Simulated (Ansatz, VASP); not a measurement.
Two plane-wave programs on HfO2

```
Hf O
1.0
     4.95651    0.00000    0.00000
     0.00000    9.81271    0.00000
     0.00000    0.00000    5.12088
Hf O
8 16
Direct
  0.74291 0.88504 0.96512
  0.24291 0.61496 0.03488
  0.25709 0.38504 0.53488
  0.75709 0.11496 0.46512
  0.25709 0.11496 0.03488
  0.75709 0.38504 0.96512
  0.74291 0.61496 0.46512
  0.24291 0.88504 0.53488
  0.85480 0.79570 0.61380
  0.35480 0.70430 0.38620
  0.14520 0.29570 0.88620
  0.64520 0.20430 0.11380
  0.14520 0.20430 0.38620
  0.64520 0.29570 0.61380
  0.85480 0.70430 0.11380
  0.35480 0.79570 0.88620
  0.50329 0.97409 0.26254
  0.00329 0.52591 0.73746
  0.49671 0.47409 0.23746
  0.99671 0.02591 0.76254
  0.49671 0.02591 0.73746
  0.99671 0.47409 0.26254
  0.50329 0.52591 0.76254
  0.00329 0.97409 0.23746
```

Change from the starting cell: volume scaled by 0.94, ions relaxed.

Alike in both runs: functional PBE; k mesh 5 × 3 × 5; occupations fermi-dirac, width 0.02 eV; no spin polarisation.

Ansatz relaxed the structure, and its values are those at the end. VASP's run is a single point on that final structure, the one shown.

|  | VASP | Ansatz |
| --- | --- | --- |
| version | VASP 6.6.1 | Ansatz 0.2.0 |
| potentials or method | VASP PAW PBE potentials, release 64 (Hf_pv, O) | plane-wave PAW, scalar-relativistic |
| plane-wave cutoff (eV) | 520 | 420 |
| valence electrons in the cell | 176 | 304 |

|  | VASP | Ansatz | Ansatz less VASP |
| --- | --- | --- | --- |
| gap on the k mesh at the Fermi level (eV) | 4.54 | 4.57 | +0.026 |
| pressure (GPa) | 18.3 | 22.0 | +3.72 |
| rms of the force components (eV/Å) | 0.033 | 0.006 | -0.0274 |

VASP's potentials hold 176 valence electrons a cell and Ansatz's 304, so a difference there can come from the potentials and not from the codes. Ansatz's warnings: stress scf threshold loose.

Neither program's run includes spin-orbit coupling.
